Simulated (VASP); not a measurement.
C: single point with PBE+D3(BJ)

The system is C.

```
C
1.0
     2.46488    0.00000    0.00924
    -1.23244    2.13465   -0.00462
     0.07727    0.00000   20.60609
C
12
Direct
  0.66667 0.33333 0.95199
  0.66667 0.33333 0.45201
  0.66667 0.33333 0.77932
  0.66667 0.33333 0.27934
  0.00000 0.00000 0.61567
  0.33333 0.66667 0.27932
  0.00000 0.00000 0.11567
  0.66667 0.33333 0.61567
  0.33333 0.66667 0.77934
  0.33333 0.66667 0.11567
  0.33333 0.66667 0.45199
  0.33333 0.66667 0.95201
```

This cell differs from its parent crystal: strain +0.0075 x Voigt [0, 0, 0, 0, 1, 0].

* Program: VASP 6.6.1
* Task: single point
* Functional: PBE
* Dispersion: D3(BJ)
* Potentials or basis: VASP PAW PBE potentials, release 64 (C)
* Cutoff: 520 eV
* k mesh: 18 × 18 × 2
* Occupations: gaussian, width 0.15 eV
* Spin: no spin polarisation
* Dipole correction: no
* Further INCAR settings: ALGO = Normal; EDIFF = 1e-06; NBANDS = 36

| Quantity | Value |
| --- | --- |
| Pressure | 0.4 GPa |
| Dispersion energy per atom | -0.152 eV |

Stress tensor (GPa, compression positive):
```
 0.69  0.00  0.00
 0.00  0.69  0.00
 0.00  0.00 -0.09
```

Levels at points of the mesh, in eV from the Fermi level:
```csv
k point,band 21,band 22,band 23,band 24,band 25,band 26,band 27,band 28
"(0.00, 0.00, 0.00)",-3.00,-3.00,-3.00,-3.00,4.10,5.15,5.44,7.86
"(0.50, 0.00, 0.00)",-2.54,-2.24,-2.10,-1.98,1.32,1.35,1.61,1.88
"(0.00, 0.50, 0.00)",-2.54,-2.24,-2.10,-1.98,1.32,1.35,1.61,1.88
"(0.00, 0.00, 0.50)",-3.00,-3.00,-3.00,-3.00,4.41,4.41,6.58,6.58
"(0.50, 0.00, 0.50)",-2.39,-2.36,-2.03,-2.01,1.33,1.34,1.70,1.73
"(0.00, 0.50, 0.50)",-2.37,-2.37,-2.02,-2.02,1.33,1.33,1.72,1.72
```

Run time: 6.3 min on 1 thread of Intel(R) Xeon(R) 6975P-C (Granite Rapids) (shared host), peak memory 0.54 GiB.

Caveat: the cell differs from its parent crystal (strain +0.0075 x Voigt [0, 0, 0, 0, 1, 0]).
